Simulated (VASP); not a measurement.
Input of a VASP 6.6.1 run:

Contents of INCAR:

```
  PREC = Accurate
  ENCUT = 840
  EDIFF = 1E-6
  ISMEAR = -5
  SIGMA = 0.1
  LREAL = False
  LASPH = True
  NELM = 120
  ALGO = Normal
  ISIF = 2
  LWAVE = False
  LCHARG = False
  GGA = PE
  NBANDS = 15
  GGA_COMPAT = False
```

Contents of KPOINTS:

```
regular mesh
0
Gamma
  8 8 8
```

File POSCAR:

```
MgO
1.0
    0.0000000000      2.1015000000      2.1015000000
    2.1015000000      0.0000000000      2.1015000000
    2.1015000000      2.1015000000      0.0000000000
Mg O
1 1
Direct
    0.0000000000      0.0000000000      0.0000000000
    0.5000000000      0.5000000000      0.5000000000
```

Potentials or basis: VASP PAW PBE potentials, release 64 (Mg_sv, O).

The run is started by

```bash
$ cat potpaw_PBE.64/Mg_sv/POTCAR potpaw_PBE.64/O/POTCAR > POTCAR
$ mpirun -np 1 vasp_std > vasp.out
```

Q: Estimate the pressure.

A: 5.9 GPa.

Q: Estimate the band gap on the k mesh.

A: 4.80 eV.

Caveat: the cell stands under pressure.
